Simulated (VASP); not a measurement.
Crystal: Ti3Al.

```
CELL_PARAMETERS angstrom
0.00000 3.05220 3.05220
3.05220 0.00000 3.05220
3.05220 3.05220 0.00000
ATOMIC_POSITIONS crystal
Ti 0.75000 0.75000 0.75000
Ti 0.25000 0.25000 0.25000
Ti 0.00000 0.00000 0.00000
Al 0.50000 0.50000 0.50000
```

Base run:

- Program: VASP 6.6.1
- Functional: PBEsol
- Potentials or basis: VASP PAW PBE potentials, release 64 (Ti_sv, Al)
- Cutoff: 520 eV
- k mesh: 12 × 12 × 12
- Occupations: gaussian, width 0.15 eV
- Spin: collinear spin, ferromagnetic start
- Starting moments: [0.4, 0.4, 0.4, 0.0] μB
- Fixed moment: 1.2 μB

Its results: pressure 19.7 GPa; site moments Ti +0.15, +0.65; Al -0.01 μB.

**Question.** The run is repeated on the same cell with these changes: fixed moment from 1.2 μB to 2.1 μB; moments at the start from [0.4, 0.4, 0.4, 0.0] to [0.7, 0.7, 0.7, 0.0]. What comes out?

**Answer.** Pressure 20.7 GPa; site moments Ti +0.33, +0.94; Al -0.01 μB.

Caveats: the PAW data sets were made with another functional, which shifts forces and pressure a little; the total moment is fixed, so each spin has its own Fermi level.
